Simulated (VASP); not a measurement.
# Mo4W in VASP: further runs

The runs below take Mo4W through single point, with PBE.

Everything below comes from runs of VASP 6.6.1. Logs are shortened: lines on timing, memory, paths and dates and some standing lists are left out, and cuts for length are marked.

**1. The cell of the first run**

The typed cell holds 10 atoms: a = 5.261 Å, b = 5.254 Å, c = 6.333 Å, α = 72.32°, β = 72.21°, γ = 84.82°.

**2. Single point, PBE**

Contents of INCAR:

```
SYSTEM = Mo4W
ALGO     = Fast           ! electronic algorithm
EDIFF    = 1E-6           ! SCF threshold, eV
ENCUT    = 520            ! plane-wave cutoff, eV
GGA      = PE             ! functional
ISIF     = 2              ! what is computed and relaxed
ISMEAR   = 0              ! smearing method
LASPH    = .True.         ! aspherical terms in the spheres
LCHARG   = .False.        ! write CHGCAR
LREAL    = .False.        ! projectors in reciprocal space
LWAVE    = .False.        ! write WAVECAR
NBANDS   = 81             ! bands
NELM     = 80             ! most SCF steps
PREC     = Accurate       ! precision mode
SIGMA    = 0.2            ! smearing width, eV
```

Contents of KPOINTS:

```
k-points
0
Gamma
  4 4 4
  0 0 0
```

Contents of POSCAR:

```
Mo4W
1.0
   -3.5487128279      3.5419251101     -1.5950836182
    3.5431799338      3.5387585822     -1.5895201119
   -0.0052712396      0.0162220924     -6.3329860231
Mo W
8 2
Direct
    0.4001133136      0.7999399354      0.6999246377
    0.4001671918      0.8000816952      0.1999216267
    0.8000239479      0.5997070515      0.9001390913
    0.8000551363      0.5998609636      0.4000672326
    0.1999604996      0.4002514790      0.5999100007
    0.1999641794      0.4002252255      0.0998811202
    0.5999320794      0.1998955745      0.8000505827
    0.5997847815      0.2000201938      0.3001280759
    0.9999626109      0.0000260602      0.9999818501
    0.0000362596     -0.0000081788      0.4999957822
```

Potentials or basis: VASP PAW PBE potentials, release 64 (Mo_sv, W_sv).

Run with:

```console
$ cat potpaw_PBE.64/Mo_sv/POTCAR potpaw_PBE.64/W_sv/POTCAR > POTCAR
$ mpirun -np 1 vasp_std > vasp.out
```

OUTCAR:

```text
SYSTEM = Mo4W
   EDIFF = 1E-6
   ENCUT = 520
   GGA = PE
   ISIF = 2
   ISMEAR = 0
   LASPH = .True.
   LREAL = .False.
   NELM = 80
   PREC = Accurate

 ion  position               nearest neighbor table
   1  0.400  0.800  0.700-   8 2.73   6 2.73   4 2.74   9 2.74   5 2.74   7 2.75  10 2.75   3 2.75
                            10 3.17   2 3.17   3 3.17   2 3.17   7 3.17   5 3.17
   2  0.400  0.800  0.200-   7 2.73   5 2.73   3 2.74  10 2.74   8 2.75   6 2.75   4 2.75   9 2.75
                             9 3.16   1 3.17   4 3.17   1 3.17   8 3.17   6 3.17
   3  0.800  0.600  0.900-   8 2.73  10 2.74   5 2.74   2 2.74   7 2.75   9 2.75   6 2.75   1 2.75
                             6 3.17   4 3.17   1 3.17   4 3.17   9 3.17   7 3.17
   4  0.800  0.600  0.400-   7 2.73   9 2.74   6 2.74   1 2.74   8 2.75  10 2.75   5 2.75   2 2.75
                             5 3.17   3 3.17   2 3.17   3 3.17  10 3.17   8 3.17
   5  0.200  0.400  0.600-   2 2.73   9 2.74   3 2.74   8 2.74   1 2.74  10 2.75   4 2.75   7 2.75
                             4 3.17   6 3.17   7 3.17   6 3.17  10 3.17   1 3.17
   6  0.200  0.400  0.100-   1 2.73  10 2.74   4 2.74   7 2.74   2 2.75   9 2.75   3 2.75   8 2.75
                             3 3.17   5 3.17   5 3.17   8 3.17   9 3.17   2 3.17
   7  0.600  0.200  0.800-   2 2.73   4 2.73   6 2.74  10 2.74   3 2.75   1 2.75   9 2.75   5 2.75
                             9 3.17   8 3.17   5 3.17   8 3.17   1 3.17   3 3.17
   8  0.600  0.200  0.300-   1 2.73   3 2.73   5 2.74   9 2.74   2 2.75   4 2.75   6 2.75  10 2.75
                            10 3.16   7 3.17   6 3.17   7 3.17   2 3.17   4 3.17
   9  1.000  0.000  1.000-   4 2.74   5 2.74   1 2.74   8 2.74   6 2.75   3 2.75   7 2.75   2 2.75
                             2 3.16   7 3.17  10 3.17  10 3.17   3 3.17   6 3.17
  10  0.000  1.000  0.500-   6 2.74   3 2.74   7 2.74   2 2.74   4 2.75   5 2.75   1 2.75   8 2.75
                             8 3.16   1 3.17   9 3.17   9 3.17   5 3.17   4 3.17

  LATTYP: Found a triclinic cell.
 ALAT       =     5.2614530283
 B/A-ratio  =     1.3478967906
 C/A-ratio  =     1.2036616044
 COS(alpha) =     0.0016179720
 COS(beta)  =     0.3054487542
 COS(gamma) =     0.6750120460

  Lattice vectors:

 A1 = (   3.5487128279,  -3.5419251101,   1.5950836182)
 A2 = (   7.0918927617,  -0.0031665279,   0.0055635063)
 A3 = (   0.0052712396,  -0.0162220924,   6.3329860231)

Analysis of symmetry for initial positions (statically):
=====================================================================
 Subroutine PRICEL returns:
 Original cell was already a primitive cell.

 Routine SETGRP: Setting up the symmetry group for a
 triclinic supercell.

 Subroutine GETGRP returns: Found  1 space group operations
 (whereof  1 operations were pure point group operations)
 out of a pool of  2 trial point group operations.

The static configuration has the point symmetry C_1 .

Analysis of symmetry for dynamics (positions and initial velocities):
=====================================================================
 Subroutine PRICEL returns:
 Original cell was already a primitive cell.

 Routine SETGRP: Setting up the symmetry group for a
 triclinic supercell.

 Subroutine GETGRP returns: Found  1 space group operations
 (whereof  1 operations were pure point group operations)
 out of a pool of  2 trial point group operations.

The dynamic configuration has the point symmetry C_1 .

 Subroutine INISYM returns: Found  1 space group operations
 (whereof  1 operations are pure point group operations),
 and found     1 'primitive' translations

----------------------------------------------------------------------------------------

                                     Primitive cell

  volume of cell :     158.8236

  direct lattice vectors                    reciprocal lattice vectors
    -3.548712828  3.541925110 -1.595083618    -0.140943350  0.141334756  0.000479346
     3.543179934  3.538758582 -1.589520112     0.141069045  0.141449682  0.000244908
    -0.005271240  0.016222092 -6.332986023     0.000092270 -0.071100405 -0.158085598

  length of vectors
     5.261453028  5.253904313  6.333008993     0.199601531  0.199771239  0.173338779

  position of ions in fractional coordinates (direct lattice)
     0.400113314  0.799939935  0.699924638
     0.400167192  0.800081695  0.199921627
     0.800023948  0.599707051  0.900139091
     0.800055136  0.599860964  0.400067233
     0.199960500  0.400251479  0.599910001
     0.199964179  0.400225226  0.099881120
     0.599932079  0.199895574  0.800050583
     0.599784781  0.200020194  0.300128076
     0.999962611  0.000026060  0.999981850
     0.000036260  0.999991821  0.499995782

[... 27 lines left out ...]

  Length of vectors
     0.049900383  0.049942810  0.043334695

  Shift w.r.t. Gamma in fractional coordinates (k-lattice)
     0.000000000  0.000000000  0.000000000

 Subroutine IBZKPT returns following result:
 ===========================================

 Found     36 irreducible k-points:

 Following reciprocal coordinates:
            Coordinates               Weight
  0.000000  0.000000  0.000000      1.000000
  0.250000 -0.000000 -0.000000      2.000000
  0.500000 -0.000000 -0.000000      1.000000
 -0.000000  0.250000 -0.000000      2.000000
  0.250000  0.250000  0.000000      2.000000
  0.500000  0.250000 -0.000000      2.000000
[... 16 lines left out ...]
  0.000000 -0.250000  0.250000      2.000000
  0.250000 -0.250000  0.250000      2.000000
 [... further k-points ...]
   k-points           NKPTS =     36   k-points in BZ     NKDIM =     36   number of bands    NBANDS=     81
   number of dos      NEDOS =    301   number of ions     NIONS =     10
   total plane-waves  NPLWV =  76800
   dimension x,y,z NGX =    40 NGY =   40 NGZ =   48
   dimension x,y,z NGXF=    80 NGYF=   80 NGZF=   96
   ions per type =               8   2
   NGX,Y,Z   is equivalent  to a cutoff of  12.64, 12.66, 12.60 a.u.
   NGXF,Y,Z  is equivalent  to a cutoff of  25.28, 25.31, 25.20 a.u.
 SYSTEM =  Mo4W
   PREC   = accura    normal or accurate (medium, high low for compatibility)
   ISTART =      0    job   : 0-new  1-cont  2-samecut
   ICHARG =      2    charge: 1-file 2-atom 10-const
   ISPIN  =      1    spin polarized calculation?
   LNONCOLLINEAR =      F non collinear calculations
   LSORBIT =      F    spin-orbit coupling
   LASPH  =      T    aspherical Exc in radial PAW
   ENCUT  =  520.0 eV  38.22 Ry    6.18 a.u.   9.78  9.77 11.78*2*pi/ulx,y,z
   NELM   =     80;   NELMIN=  2; NELMDL= -5     # of ELM steps
   EDIFF  = 0.1E-05   stopping-criterion for ELM
   LREAL  =      F    real-space projection
   EDIFFG = 0.1E-04   stopping-criterion for IOM
   NSW    =      0    number of steps for IOM
   IBRION =     -1    ionic relax: 0-MD 1-quasi-New 2-CG
   NFREE  =      0    steps in history (QN), initial steepest desc. (CG)
   ISIF   =      2    stress and relaxation
   ISYM   =      2    0-nonsym 1-usesym 2-fastsym
   POTIM  = 0.5000    time-step for ionic-motion
   TEBEG  =    0.0;   TEEND  =   0.0 temperature during run
   PSTRESS=    0.0 pullay stress
   NELECT =     140.0000    total number of electrons
   NUPDOWN=      -1.0000    fix difference up-down
   EMIN   =  10.00;   EMAX   =-10.00  energy-range for DOS
   EFERMI =   0.00;   METHOD = LEGACY
   ISMEAR =     0;   SIGMA  =   0.20  broadening in eV -4-tet -1-fermi 0-gaus
   EFERMI_NEDOS =   21; number of points for ismear=-14 and -15
   IALGO  =     68    algorithm
   IMIX   =      4    mixing-type and parameters
     AMIX     =   0.40;   BMIX     =  1.00
     AMIX_MAG =   1.60;   BMIX_MAG =  1.00
  volume/ion in A,a.u.               =      15.88       107.18
  Fermi-wavevector in a.u.,A,eV,Ry     =   1.569685  2.966275 33.523550  2.463911
  Thomas-Fermi vector in A             =   2.671531
   LORBIT       =      0    0 simple, 1 ext, 2 COOP (PROOUT), +10 PAW based schemes
   GGA     = PE    functional components
   LHFCALC =     F    Hartree Fock is set to
   AEXX    =    0.0000 exact exchange contribution
   IVDW    =     0    specifies the selected vdW correction
   LEPSILON=     F    determine dielectric tensor
   LRPA    =     F    only Hartree local field effects (RPA)
 non-spin polarized calculation
 RMM-DIIS sequential band-by-band and
 Gauss-broadening in eV      SIGMA  =   0.20
  energy-cutoff  :      520.00
  volume of cell :      158.82
 maximum number of plane-waves:      4294
   NGX = 19   NGY = 19   NGZ = 23

 number of electron     140.0000012 magnetization

 Free energy of the ion-electron system (eV)
  ---------------------------------------------------
  ext. energy  EPLUGINS =         0.00000000
  ---------------------------------------------------
  free energy    TOTEN  =      -113.39798828 eV

  energy without entropy =     -113.25539003  energy(sigma->0) =     -113.32668916

 E-fermi :  12.1608     XC(G=0): -13.3696

 val. band max:       12.1543575733   @ k =   0.0000  -0.2500   0.2500
 cond. band min:      12.1714611580   @ k =   0.5000  -0.0000  -0.0000
 fundamental gap:      0.0171035847
 Fermi energy:        12.1607540518

 k-point     1 :       0.0000    0.0000    0.0000
  band No.  band energies     occupation
      1     -61.9767      2.00000
      2     -61.9677      2.00000
      3     -49.0690      2.00000
      4     -48.8866      2.00000
      5     -48.8817      2.00000
      6     -48.8748      2.00000
[... 2005 lines left out ...]
     80      14.1625      0.00000
     81      14.3444      0.00000

 [... further k-points ...]

------------------------ aborting loop because EDIFF is reached ----------------------------------------

  FORCE on cell =-STRESS in cart. coord.  units (eV):
  Direction    XX          YY          ZZ          XY          YZ          ZX
  --------------------------------------------------------------------------------------
  -------------------------------------------------------------------------------------
  Total        0.4936581      0.4438071      0.4899173     -0.0503411     -0.0073483      0.0020261
  in kB        4.9799156      4.4770294      4.9421785     -0.5078302     -0.0741276      0.0204387
  external PRESSURE =       4.7997079 kB  Pullay stress =       0.0000000 kB

 VOLUME and BASIS-vectors are now :
 -----------------------------------------------------------------------------
  energy-cutoff  :      520.00
  volume of cell :      158.82
      direct lattice vectors                 reciprocal lattice vectors
    -3.548712828  3.541925110 -1.595083618    -0.140943350  0.141334756  0.000479346
     3.543179934  3.538758582 -1.589520112     0.141069045  0.141449682  0.000244908
    -0.005271240  0.016222092 -6.332986023     0.000092270 -0.071100405 -0.158085598

 POSITION                                       TOTAL-FORCE (eV/Angst)
 -----------------------------------------------------------------------------------
      1.41075      4.25932     -6.34235        -0.003031      0.008764     -0.003634
      1.41370      4.25190     -3.17615        -0.005634      0.001423      0.002718
     -0.71893      4.97045     -7.92992         0.002331     -0.006490      0.000999
     -0.71586      4.96299     -4.76327        -0.003636     -0.011986     -0.001370
      0.70540      2.13437     -4.75438        -0.002641      0.007391      0.002384
      0.70793      2.12618     -1.58767         0.001335      0.008162     -0.001393
     -1.42494      2.84528     -6.34139         0.011311     -0.004951     -0.001772
     -1.42134      2.83708     -3.17535         0.000147     -0.002089      0.003365
     -3.55376      3.55811     -7.92794        -0.004144      0.001299     -0.001954
      3.54039      3.54697     -4.75603         0.003961     -0.001524      0.000658
 -----------------------------------------------------------------------------------
    total drift:                                0.000010     -0.000006     -0.000007

  FREE ENERGIE OF THE ION-ELECTRON SYSTEM (eV)
  ---------------------------------------------------
  free  energy   TOTEN  =      -113.3979882814 eV

  energy  without entropy=     -113.2553900340  energy(sigma->0) =     -113.32668916
```

Run time: 18 min. Hardware: 1 thread of AMD EPYC 7R13, shared host; peak memory 0.45 GiB.

What came out:

| Item | Value |
| --- | --- |
| Free energy | -113.3980 eV |
| Pressure | 0.5 GPa |
| Largest force | 0.013 eV/Å |
| Band gap on the k mesh | zero (bands 70 and 71 overlap by 1.03 eV) |

Forces on the atoms (eV/Å):
```
Mo  -0.003  0.009 -0.004
Mo  -0.006  0.001  0.003
Mo   0.002 -0.006  0.001
Mo  -0.004 -0.012 -0.001
Mo  -0.003  0.007  0.002
Mo   0.001  0.008 -0.001
Mo   0.011 -0.005 -0.002
Mo   0.000 -0.002  0.003
W   -0.004  0.001 -0.002
W    0.004 -0.002  0.001
```

Caveat: spin-orbit coupling is left out, which moves the levels of the heavy elements.

**3. Single point, PBE, collinear spin**

This run uses another cell than the first one: it holds 5 atoms, not 10.

Contents of INCAR:

```
PREC = Accurate
ENCUT = 520
EDIFF = 1E-6
ISMEAR = 0
SIGMA = 0.1
LREAL = F
LASPH = T
NELM = 150
ALGO = Normal
ISIF = 2
LWAVE = F
LCHARG = F
ISPIN = 2
MAGMOM = 1 1 1 1 0
LORBIT = 11
LMAXMIX = 4
GGA = PE
NBANDS = 47
```

Contents of KPOINTS:

```
Automatic mesh
0
Gamma
  6 6 6
```

Contents of POSCAR:

```
Mo4W
1.0
   -3.5434045773      3.5434045773      1.5796603515
    3.5434045773     -3.5434045773      1.5796603515
    3.5434045773      3.5434045773     -1.5796603515
Mo W
4 1
Direct
    0.6001432648      0.1999631658      0.8001064306
    0.1999631658      0.3998567352      0.5998199009
    0.8000368342      0.6001432648      0.4001800991
    0.3998567352      0.8000368342      0.1998935694
    0.0000000000      0.0000000000      0.0000000000
```

Potentials or basis: VASP PAW PBE potentials, release 64 (Mo_sv, W_sv).

Run with:

```console
$ cat potpaw_PBE.64/Mo_sv/POTCAR potpaw_PBE.64/W_sv/POTCAR > POTCAR
$ mpirun -np 1 vasp_std > vasp.out
```

It took 11 min on 1 thread of AMD EPYC 7R13, shared host; peak memory 0.37 GiB.

The run converged. Its results:

```yaml
Free_energy: -56.7333 eV
Pressure: 0.4 GPa
Largest_force: 0.011 eV/Å
Band_gap_on_the_k_mesh: zero (filled and empty bands overlap)
Net_moment: 0.00 μB per cell
Valence_electrons_inside_the_program's_atomic_spheres: Mo 12.48; W 12.02
```

Forces in eV/Å, atoms in the order of the input:
```
Mo  -0.010  0.002  0.000
Mo  -0.002 -0.010  0.000
Mo   0.002  0.010  0.000
Mo   0.010 -0.002  0.000
W    0.000  0.000  0.000
```

Stress tensor (GPa, compression positive):
```
0.51 0.00 0.00
0.00 0.51 0.00
0.00 0.00 0.25
```

Levels at points of the mesh, in eV from the Fermi level:
Spin up:
```csv
k point,band 31,band 32,band 33,band 34,band 35,band 36,band 37,band 38,band 39,band 40
"(0.00, 0.00, 0.00)",-1.53,-1.50,-1.50,-1.36,-1.31,-1.31,0.14,0.14,0.18,0.39
"(0.50, 0.00, 0.00)",-1.78,-1.72,-1.55,-1.40,0.40,0.58,1.39,1.72,1.98,2.18
"(0.50, 0.50, 0.00)",-1.60,-1.53,-0.02,0.06,0.09,0.20,0.26,0.48,0.66,0.87
"(0.50, 0.50, 0.50)",-1.82,-1.77,-1.77,-1.65,0.45,0.45,0.59,0.67,1.76,1.78
```
Spin down:
| k point | band 31 | band 32 | band 33 | band 34 | band 35 | band 36 | band 37 | band 38 | band 39 | band 40 |
| --- | --- | --- | --- | --- | --- | --- | --- | --- | --- | --- |
| (0.00, 0.00, 0.00) | -1.53 | -1.50 | -1.50 | -1.36 | -1.31 | -1.31 | 0.14 | 0.14 | 0.18 | 0.39 |
| (0.50, 0.00, 0.00) | -1.78 | -1.72 | -1.55 | -1.40 | 0.40 | 0.58 | 1.39 | 1.72 | 1.98 | 2.18 |
| (0.50, 0.50, 0.00) | -1.60 | -1.53 | -0.02 | 0.06 | 0.09 | 0.20 | 0.26 | 0.48 | 0.66 | 0.87 |
| (0.50, 0.50, 0.50) | -1.82 | -1.77 | -1.77 | -1.65 | 0.45 | 0.45 | 0.59 | 0.67 | 1.76 | 1.78 |

Caveat: the k points lie up to 0.36 Å⁻¹ apart, too coarse for converged energies and pressures of a metal; spin-orbit coupling is left out, which moves the levels of the heavy elements.

The gap in the log of VASP goes by the Fermi energy; the results here count the filled bands.